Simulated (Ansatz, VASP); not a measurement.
# Ta: VASP beside Ansatz

```
Ta
1.0
     2.90037    0.00000    0.00000
    -1.45019    2.51180    0.00000
     0.00000    0.00000    5.16627
Ta
2
Direct
  0.66667 0.33333 0.75000
  0.33333 0.66667 0.25000
```

Alike in both runs: task single point; functional LDA; k mesh 12 × 12 × 6; occupations fermi-dirac, width 0.25 eV; no spin polarisation.

```csv
,VASP,Ansatz
version,VASP 6.6.1,Ansatz 0.2.0
potentials or method,"VASP PAW LDA potentials, release 64 (Ta_pv), cutoff 520 eV","plane waves, PAW"
valence electrons in the cell,22,26
```

```csv
,VASP,Ansatz,Ansatz less VASP
pressure (GPa),-9.9,-10.5,-0.59
"traceless stress, the component that is largest in VASP (GPa)",0.39,0.38,-0.019
```

LDA's correlation is that of Perdew and Zunger in VASP and of Perdew and Wang (1992) in Ansatz. VASP's potentials hold 22 valence electrons a cell and Ansatz's 26, so a difference there can come from the potentials and not from the codes.

Neither program's run includes spin-orbit coupling.
